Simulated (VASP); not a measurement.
# WC (I4mm) in VASP: further runs, part 2 of 3

VASP 6.6.1. Earlier steps stand in the parts before.

## 4. Single point, r2SCAN

Input file POSCAR:

```
WC
1.0
    0.0000000000      2.1926840000      2.1926840000
    2.1926840000      0.0000000000      2.1926840000
    2.1926840000      2.1926840000      0.0000000000
W C
1 1
Direct
    0.0114015517      0.0114015517     -0.0114015517
    0.5000000000      0.5000000000      0.5000000000
```

Input file INCAR.step1:

```
SYSTEM = WC
PREC = Accurate ; ENCUT = 520
ISMEAR = 0 ; SIGMA = 0.15
LREAL = .FALSE. ; LASPH = .TRUE.
NELM = 100 ; NBANDS = 16
GGA = PE ; ALGO = Normal
EDIFF = 1E-4 ; LWAVE = .TRUE.
LCHARG = .FALSE.
```

Input file INCAR.step2:

```
SYSTEM = WC
PREC = Accurate ; ENCUT = 520
EDIFF = 1E-6 ; ISMEAR = 0
SIGMA = 0.15 ; LREAL = .FALSE.
LASPH = .TRUE. ; NELM = 100
ALGO = Normal ; ISIF = 2
LWAVE = .FALSE. ; LCHARG = .FALSE.
METAGGA = R2SCAN ; LMIXTAU = .TRUE.
NBANDS = 16 ; ISTART = 1
```

Input file KPOINTS:

```
regular mesh
0
G
  18 18 18
  0 0 0
```

Potentials or basis: VASP PAW PBE potentials, release 64 (W_sv, C).

The run is started by

```
> cat potpaw_PBE.64/W_sv/POTCAR potpaw_PBE.64/C/POTCAR > POTCAR
> cp INCAR.step1 INCAR
> mpirun -np 1 vasp_std > vasp.out
> cp INCAR.step2 INCAR
> mpirun -np 1 vasp_std > vasp.out
```

OUTCAR:

```text
SYSTEM = WC
   PREC = Accurate
   ENCUT = 520
   EDIFF = 1E-6
   ISMEAR = 0
   LREAL = .FALSE.
   LASPH = .TRUE.
   NELM = 100
   ISIF = 2
   METAGGA = R2SCAN
   ISTART = 1

 ion  position               nearest neighbor table
   1  0.011  0.011  0.989-   2 2.14   2 2.19   2 2.19   2 2.19   2 2.19   2 2.24
   2  0.500  0.500  0.500-   1 2.14   1 2.19   1 2.19   1 2.19   1 2.19   1 2.24

  LATTYP: Found a face centered cubic cell.
 ALAT       =     4.3853680000

  Lattice vectors:

 A1 = (   0.0000000000,   2.1926840000,   2.1926840000)
 A2 = (   2.1926840000,   0.0000000000,   2.1926840000)
 A3 = (   2.1926840000,   2.1926840000,   0.0000000000)

Analysis of symmetry for initial positions (statically):
=====================================================================
 Subroutine PRICEL returns:
 Original cell was already a primitive cell.

 Routine SETGRP: Setting up the symmetry group for a
 face centered cubic supercell.

 Subroutine GETGRP returns: Found  8 space group operations
 (whereof  8 operations were pure point group operations)
 out of a pool of 48 trial point group operations.

The static configuration has the point symmetry C_4v.

Analysis of symmetry for dynamics (positions and initial velocities):
[... 160 lines left out ...]

 val. band max:       12.3895169068   @ k =   0.0000   0.1111   0.1111
 cond. band min:      12.3938773698   @ k =   0.2222  -0.3333   0.4444
 fundamental gap:      0.0043604630
 Fermi energy:        12.3927614705

 k-point     1 :       0.0000    0.0000    0.0000
  band No.  band energies     occupation
      1     -65.0537      2.00000
      2     -28.3913      2.00000
      3     -28.3889      2.00000
      4     -28.3889      2.00000
      5      -4.3042      2.00000
      6       9.4839      2.00000
[... 433 lines left out ...]
      3     -28.4590      2.00000
      4     -28.4507      2.00000
      5      -1.0230      2.00000
      6       3.7185      2.00000
[... 8 lines left out ...]
     15      26.2772      0.00000
     16      26.4847      0.00000

 [... further k-points ...]

------------------------ aborting loop because EDIFF is reached ----------------------------------------

  FORCE on cell =-STRESS in cart. coord.  units (eV):
  Direction    XX          YY          ZZ          XY          YZ          ZX
  --------------------------------------------------------------------------------------
  -------------------------------------------------------------------------------------
  Total       -0.4886858     -0.4886858     -0.3074567      0.0000000     -0.0000000      0.0000000
  in kB      -37.1348956    -37.1348956    -23.3634196      0.0000000     -0.0000000      0.0000000
  external PRESSURE =     -32.5444036 kB  Pullay stress =       0.0000000 kB

 VOLUME and BASIS-vectors are now :
 -----------------------------------------------------------------------------
  energy-cutoff  :      520.00
  volume of cell :       21.08
      direct lattice vectors                 reciprocal lattice vectors
     0.000000000  2.192684000  2.192684000    -0.228031034  0.228031034  0.228031034
     2.192684000  0.000000000  2.192684000     0.228031034 -0.228031034  0.228031034
     2.192684000  2.192684000  0.000000000     0.228031034  0.228031034 -0.228031034

 POSITION                                       TOTAL-FORCE (eV/Angst)
 -----------------------------------------------------------------------------------
      2.19268      2.19268      0.05000         0.000000      0.000000     -0.273775
      2.19268      2.19268      2.19268         0.000000      0.000000      0.273775
 -----------------------------------------------------------------------------------
    total drift:                               -0.000000     -0.000000     -0.000126

  FREE ENERGIE OF THE ION-ELECTRON SYSTEM (eV)
  ---------------------------------------------------
  free  energy   TOTEN  =       -60.6229428330 eV

  energy  without entropy=      -60.6145651210  energy(sigma->0) =      -60.61875398
```

Wall time 5.5 min (1 thread of Intel Xeon 6975P-C, shared host); peak memory 0.28 GiB.

Results:

| Quantity | Value |
| --- | --- |
| Free energy | -60.6229 eV |
| Pressure | -3.3 GPa |
| Largest force | 0.274 eV/Å |
| Band gap on the k mesh | zero (band 9 reaches 13.49 eV, above the bottom of band 10 at 10.24 eV) |

Forces in eV/Å, atoms in the order of the input:
```
W    0.000  0.000 -0.274
C    0.000  0.000  0.274
```

Stress tensor (GPa, compression positive):
```
-3.71  0.00  0.00
 0.00 -3.71  0.00
 0.00  0.00 -2.34
```

Levels at points of the mesh, in eV from the Fermi level:
```csv
k point,band 5,band 6,band 7,band 8,band 9,band 10,band 11,band 12,band 13,band 14
"(0.00, 0.00, 0.00)",-16.70,-2.91,-2.91,-2.83,-1.63,-1.06,-1.06,-1.01,-0.51,7.03
"(0.50, 0.00, 0.00)",-12.06,-10.17,-6.92,-6.92,1.10,1.11,2.50,5.33,9.12,9.22
"(0.50, 0.50, 0.00)",-14.49,-5.89,-5.87,-2.69,-2.69,0.87,2.35,2.35,5.65,7.70
"(0.00, 0.50, 0.50)",-14.49,-5.92,-5.90,-2.72,-2.64,0.90,2.35,2.35,5.73,7.66
```

Caveat: the cell differs from its parent crystal (all W atoms moved -0.050 Å, as atom 1 towards its neighbour atom 2 (C) at 2.193 Å); the PAW data sets were made with another functional, which shifts forces and pressure a little; spin-orbit coupling is left out, which moves the levels of the heavy elements.

## 5. Single point, r2SCAN

Changes to POSCAR since step 4:

```diff
@@ -8,3 +8,3 @@
 Direct
-    0.0114015517      0.0114015517     -0.0114015517
+   -0.0057007759     -0.0057007759      0.0057007759
     0.5000000000      0.5000000000      0.5000000000
```

Input file INCAR.step1:

```
SYSTEM = WC
PREC = Accurate ; ENCUT = 520
ISMEAR = 0 ; SIGMA = 0.15
LREAL = .False. ; LASPH = .True.
NELM = 60 ; NBANDS = 16
GGA = PE ; ALGO = Normal
EDIFF = 1E-4 ; LWAVE = .True.
LCHARG = .False.
```

Input file INCAR.step2:

```
SYSTEM = WC
PREC = Accurate ; ENCUT = 520
EDIFF = 1E-6 ; ISMEAR = 0
SIGMA = 0.15 ; LREAL = .False.
LASPH = .True. ; NELM = 60
ALGO = Normal ; ISIF = 2
LWAVE = .False. ; LCHARG = .False.
METAGGA = R2SCAN ; LMIXTAU = .True.
NBANDS = 16 ; ISTART = 1
```

Input file KPOINTS:

```
regular mesh
0
Gamma
  18 18 18
  0 0 0
```

Potentials or basis: VASP PAW PBE potentials, release 64 (W_sv, C).

The run is started by

```
> cat potpaw_PBE.64/W_sv/POTCAR potpaw_PBE.64/C/POTCAR > POTCAR
> cp INCAR.step1 INCAR
> mpirun -np 1 vasp_std > vasp.out
> cp INCAR.step2 INCAR
> mpirun -np 1 vasp_std > vasp.out
```

OUTCAR:

```text
SYSTEM = WC
   PREC = Accurate
   ENCUT = 520
   EDIFF = 1E-6
   ISMEAR = 0
   LREAL = .False.
   LASPH = .True.
   NELM = 60
   ISIF = 2
   METAGGA = R2SCAN
   ISTART = 1

 ion  position               nearest neighbor table
   1  0.994  0.994  0.006-   2 2.17   2 2.19   2 2.19   2 2.19   2 2.19   2 2.22
   2  0.500  0.500  0.500-   1 2.17   1 2.19   1 2.19   1 2.19   1 2.19   1 2.22

  LATTYP: Found a face centered cubic cell.
 ALAT       =     4.3853680000

  Lattice vectors:

 A1 = (   0.0000000000,   2.1926840000,   2.1926840000)
 A2 = (   2.1926840000,   0.0000000000,   2.1926840000)
 A3 = (   2.1926840000,   2.1926840000,   0.0000000000)

Analysis of symmetry for initial positions (statically):
=====================================================================
 Subroutine PRICEL returns:
 Original cell was already a primitive cell.

 Routine SETGRP: Setting up the symmetry group for a
 face centered cubic supercell.

 Subroutine GETGRP returns: Found  8 space group operations
 (whereof  8 operations were pure point group operations)
 out of a pool of 48 trial point group operations.

The static configuration has the point symmetry C_4v.

Analysis of symmetry for dynamics (positions and initial velocities):
=====================================================================
 Subroutine PRICEL returns:
 Original cell was already a primitive cell.

 Routine SETGRP: Setting up the symmetry group for a
 face centered cubic supercell.

 Subroutine GETGRP returns: Found  8 space group operations
 (whereof  8 operations were pure point group operations)
 out of a pool of 48 trial point group operations.

The dynamic configuration has the point symmetry C_4v.

 Subroutine INISYM returns: Found  8 space group operations
 (whereof  8 operations are pure point group operations),
 and found     1 'primitive' translations

----------------------------------------------------------------------------------------

                                     Primitive cell

[... 111 lines left out ...]
  volume/ion in A,a.u.               =      10.54        71.14
  Fermi-wavevector in a.u.,A,eV,Ry     =   1.553029  2.934800 32.815887  2.411900
  Thomas-Fermi vector in A             =   2.657319
   LORBIT       =      0    0 simple, 1 ext, 2 COOP (PROOUT), +10 PAW based schemes
   METAGGA = R2SCAN    functional components
   LHFCALC =     F    Hartree Fock is set to
   AEXX    =    0.0000 exact exchange contribution
   IVDW    =     0    specifies the selected vdW correction
   LEPSILON=     F    determine dielectric tensor
   LRPA    =     F    only Hartree local field effects (RPA)
 non-spin polarized calculation
 Gauss-broadening in eV      SIGMA  =   0.15
  energy-cutoff  :      520.00
  volume of cell :       21.08
 maximum number of plane-waves:       588
   NGX = 11   NGY = 11   NGZ = 11

 number of electron      18.0000001 magnetization

 Free energy of the ion-electron system (eV)
  ---------------------------------------------------
  ext. energy  EPLUGINS =         0.00000000
  ---------------------------------------------------
  free energy    TOTEN  =       -60.62796595 eV

  energy without entropy =      -60.61950304  energy(sigma->0) =      -60.62373450

 E-fermi :  12.3970     XC(G=0): -14.8512

 val. band max:       12.3926314397   @ k =   0.0000   0.1111   0.1111
 cond. band min:      12.3984290616   @ k =   0.0000   0.2778   0.2778
 fundamental gap:      0.0057976219
 Fermi energy:        12.3969747372

 k-point     1 :       0.0000    0.0000    0.0000
  band No.  band energies     occupation
      1     -65.0560      2.00000
      2     -28.3915      2.00000
      3     -28.3909      2.00000
      4     -28.3909      2.00000
      5      -4.3054      2.00000
      6       9.5426      2.00000
[... 433 lines left out ...]
      3     -28.4599      2.00000
      4     -28.4523      2.00000
      5      -1.0215      2.00000
      6       3.7220      2.00000
[... 8 lines left out ...]
     15      26.2958      0.00000
     16      26.4772      0.00000

 [... further k-points ...]

------------------------ aborting loop because EDIFF is reached ----------------------------------------

  FORCE on cell =-STRESS in cart. coord.  units (eV):
  Direction    XX          YY          ZZ          XY          YZ          ZX
  --------------------------------------------------------------------------------------
  -------------------------------------------------------------------------------------
  Total       -0.4833018     -0.4833018     -0.4381701      0.0000000      0.0000000     -0.0000000
  in kB      -36.7257639    -36.7257639    -33.2962405      0.0000000      0.0000000     -0.0000000
  external PRESSURE =     -35.5825894 kB  Pullay stress =       0.0000000 kB

 VOLUME and BASIS-vectors are now :
 -----------------------------------------------------------------------------
  energy-cutoff  :      520.00
  volume of cell :       21.08
      direct lattice vectors                 reciprocal lattice vectors
     0.000000000  2.192684000  2.192684000    -0.228031034  0.228031034  0.228031034
     2.192684000  0.000000000  2.192684000     0.228031034 -0.228031034  0.228031034
     2.192684000  2.192684000  0.000000000     0.228031034  0.228031034 -0.228031034

 POSITION                                       TOTAL-FORCE (eV/Angst)
 -----------------------------------------------------------------------------------
      2.19268      2.19268      4.36037         0.000000      0.000000      0.131391
      2.19268      2.19268      2.19268         0.000000      0.000000     -0.131391
 -----------------------------------------------------------------------------------
    total drift:                               -0.000000     -0.000000     -0.000130

  FREE ENERGIE OF THE ION-ELECTRON SYSTEM (eV)
  ---------------------------------------------------
  free  energy   TOTEN  =       -60.6279659528 eV

  energy  without entropy=      -60.6195030396  energy(sigma->0) =      -60.62373450
```

It took 5.4 min on 1 thread of Intel Xeon 6975P-C, shared host; peak memory 0.28 GiB.

Results:

- Free energy: -60.6280 eV
- Pressure: -3.6 GPa
- Largest force: 0.131 eV/Å
- Band gap on the k mesh: zero (band 9 reaches 13.49 eV, above the bottom of band 10 at 10.22 eV)

Forces in eV/Å, atoms in the order of the input:
```
W    0.000  0.000  0.131
C    0.000  0.000 -0.131
```

Levels at points of the mesh, in eV from the Fermi level:
```csv
k point,band 7,band 8,band 9,band 10,band 11,band 12
"(0.00, 0.00, 0.00)",-2.85,-2.83,-1.37,-1.13,-1.13,-1.01
"(0.50, 0.00, 0.00)",-6.93,-6.93,1.10,1.10,2.50,5.36
"(0.50, 0.50, 0.00)",-5.88,-2.70,-2.70,0.86,2.35,2.35
"(0.00, 0.50, 0.50)",-5.89,-2.70,-2.68,0.87,2.35,2.35
```

Caveat: the cell differs from its parent crystal (all W atoms moved +0.025 Å, as atom 1 towards its neighbour atom 2 (C) at 2.193 Å); the PAW data sets were made with another functional, which shifts forces and pressure a little; spin-orbit coupling is left out, which moves the levels of the heavy elements.

(Continued in part 3 of 3.)
